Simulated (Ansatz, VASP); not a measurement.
# Two plane-wave programs on BaHf3O2

Contents of INCAR:

```
PREC = Accurate ; ENCUT = 600
EDIFF = 1E-6 ; ISMEAR = 0
SIGMA = 0.1 ; LREAL = False
LASPH = True ; NELM = 60
ALGO = Normal ; ISIF = 3
LWAVE = False ; LCHARG = False
GGA = PE ; IBRION = 2
NSW = 100 ; EDIFFG = -0.01
```

File KPOINTS:

```
regular mesh
0
Gamma
  6 6 12
```

POSCAR

```
BaHf3O2
1.0
    6.4530247110      0.0000000000      0.0000000000
   -3.2265123555      5.5884833309      0.0000000000
    0.0000000000      0.0000000000      2.9568171713
Ba Hf O
1 3 2
Direct
    0.0000000000      0.0000000000      0.5000000000
    0.5000000000      0.5000000000      0.0000000000
    0.5000000000      0.0000000000      0.0000000000
    0.0000000000      0.5000000000      0.0000000000
    0.6666666667      0.3333333333      0.5000000000
    0.3333333333      0.6666666667      0.5000000000
```

Input for Ansatz:

```yaml
crystal:
  lattice:
    - [6.453024711, 0.0, 0.0]
    - [-3.2265123555, 5.5884833309, 0.0]
    - [0.0, 0.0, 2.9568171713]
  atoms:
    - { symbol: Ba, position: [0.0, 0.0, 0.5] }
    - { symbol: Hf, position: [0.5, 0.5, 0.0] }
    - { symbol: Hf, position: [0.5, 0.0, 0.0] }
    - { symbol: Hf, position: [0.0, 0.5, 0.0] }
    - { symbol: O, position: [0.6666666667, 0.3333333333, 0.5] }
    - { symbol: O, position: [0.3333333333, 0.6666666667, 0.5] }
basis:
  ecutwfc: 420
kpoints:
  mp_grid: { grid: [6, 6, 12] }
hamiltonian:
  xc: pbe
scf:
  occupations: { method: gaussian, width: 0.1 }
output:
  forces: true
  stress: true
  eigenvalues: true
relax:
  adjacent_minimum: "off"
  f_tol: 0.01
  max_steps: 80
  cell: { stress_tol: 0.05 }
```

Change from the starting cell: species swapped into the ErCo3Ge2 type (P6mm, No. 183).

Alike in both runs: task relaxation of cell and atoms; functional PBE; k mesh 6 × 6 × 12; occupations gaussian, width 0.1 eV; no spin polarisation.

|  | VASP | Ansatz |
| --- | --- | --- |
| version | VASP 6.6.1 | Ansatz 0.2.0 |
| potentials or method | VASP PAW PBE potentials, release 64 (Ba_sv, Hf_pv, O), cutoff 600 eV | scalar-relativistic, plane waves, PAW |
| valence electrons in the cell | 52 | 100 |

```csv
,VASP,Ansatz,Ansatz less VASP
"gap on the k mesh at the Fermi level, each at its own relaxed structure (eV)",none,none,-
relaxed volume (Å³/atom),17.83,17.90,+0.068
relaxed length of the cell vector where the two differ most in proportion (Å),6.504,6.519,+0.0155
```

A gap of «none» marks a metal or a gap that the smearing closes. VASP's potentials hold 52 valence electrons a cell and Ansatz's 100, so a difference there can come from the potentials and not from the codes.

Spin-orbit coupling is off throughout.
